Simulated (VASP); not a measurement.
Runs of VASP 6.6.1 on ZnS. The structure is that of space group P6_3mc (No. 186), or close to it. The cells are those of the table. 

```tsv
level	cell	smearing	gap on the mesh (eV)	pressure (GPa)	largest force (eV/Å)
PBE	a = 3.963, b = 3.963, c = 6.733 Å, angles 90.0, 90.0, 120.0°, 4 atoms	gaussian 0.05 eV	1.56	(c)	0.16
PBE	a = 4.116, b = 4.116, c = 6.733 Å, angles 90.0, 90.0, 120.0°, 4 atoms	gaussian 0.05 eV	1.23	(b)	0.11
PBE+D3(BJ)	a = 3.963, b = 3.963, c = 6.733 Å, angles 90.0, 90.0, 120.0°, 4 atoms	methfessel-paxton 0.05 eV	1.56	-8.1	0.16
PBE	a = 4.116, b = 4.116, c = 6.483 Å, angles 90.0, 90.0, 120.0°, 4 atoms	gaussian 0.05 eV	(a)	-7.8	0.13
```

Alike in all rows: task single point; potentials or basis VASP PAW PBE potentials, release 64 (Zn, S); no spin polarisation; k mesh 12 × 12 × 6; cutoff (eV) 520.

Problem. Fill in the values left out.

Solution. (a) 1.33; (b) -8.8; (c) -6.1.

Caveats: three body term missing (some runs).

A k mesh can miss the band edges.
